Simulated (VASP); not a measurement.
Write the native input for VASP 6.6.1 that does the following.

```
Task                   : single point
Functional             : PBE
Potentials or basis    : VASP PAW PBE potentials, release 64 (Rh_pv)
Cutoff                 : 520 eV
k mesh                 : 18 × 18 × 18
Occupations            : gaussian, width 0.1 eV
Spin                   : no spin polarisation
Dipole correction      : no
Further INCAR settings : ALGO = Fast; EDIFF = 1e-06; NBANDS = 14
```

The structure of Rh lies in POSCAR:

```
Rh
1.0
    0.0000000000      1.7344830720      1.7344830720
    1.9622250720     -0.2277420000      1.9622250720
    1.7344830720      1.7344830720      0.0000000000
Rh
1
Direct
    0.0000000000      0.0000000000      0.0000000000
```

This cell differs from its parent crystal: strained.

These files were run (other wordings do the same):

INCAR

```
ALGO = Fast ; EDIFF = 1E-6
ENCUT = 520 ; GGA = PE
ISIF = 2 ; ISMEAR = 0
LASPH = True ; LCHARG = False
LREAL = False ; LWAVE = False
NBANDS = 14 ; NELM = 80
PREC = Accurate ; SIGMA = 0.1
```

KPOINTS

```
k-points
0
Gamma
  18 18 18
```

Potentials or basis: VASP PAW PBE potentials, release 64 (Rh_pv).

Command:

```sh
$ cat potpaw_PBE.64/Rh_pv/POTCAR > POTCAR
$ mpirun -np 1 vasp_std > vasp.out
```

Results of the run:

The pressure is 57.4 GPa.

Caveat: the cell differs from its parent crystal (strained).

Wall time 120 s on 1 thread of AMD EPYC 7R43 64-Core Processor (Zen 3), with other jobs on the host, peak memory 0.16 GiB.
